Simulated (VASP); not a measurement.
Crystal: B.

```
CELL_PARAMETERS angstrom
2.45895 1.41968 4.19350
-2.45895 1.41968 4.19350
0.00000 -2.83935 4.19350
ATOMIC_POSITIONS crystal
B 0.01019 0.65361 0.01019
B 0.01019 0.01019 0.65361
B 0.65361 0.01019 0.01019
B 0.98981 0.34639 0.98981
B 0.34639 0.98981 0.98981
B 0.98981 0.98981 0.34639
B 0.22118 0.63060 0.22118
B 0.22118 0.22118 0.63060
B 0.63060 0.22118 0.22118
B 0.77882 0.36940 0.77882
B 0.36940 0.77882 0.77882
B 0.77882 0.77882 0.36940
```

Base run:

- Program: VASP 6.6.1
- Functional: PBEsol
- Potentials or basis: VASP PAW PBE potentials, release 64 (B)
- Cutoff: 420 eV
- k mesh: 6 × 6 × 6
- Occupations: gaussian, width 0.01 eV
- Spin: no spin polarisation

Its results: band gap on the k mesh 1.40 eV, indirect (least direct gap 1.76 eV); pressure -4.8 GPa; largest force 0.195 eV/Å.

Task: The run is repeated on the same cell with these changes: k mesh from 6 × 6 × 6 to 3 × 3 × 3. What comes out?

Result: Band gap on the k mesh 1.49 eV, indirect (least direct gap 1.76 eV); pressure -4.8 GPa; largest force 0.227 eV/Å.

Caveats: some runs use coarse meshes; the PAW data sets were made with another functional, which shifts forces and pressure a little.

A k mesh can miss the band edges.
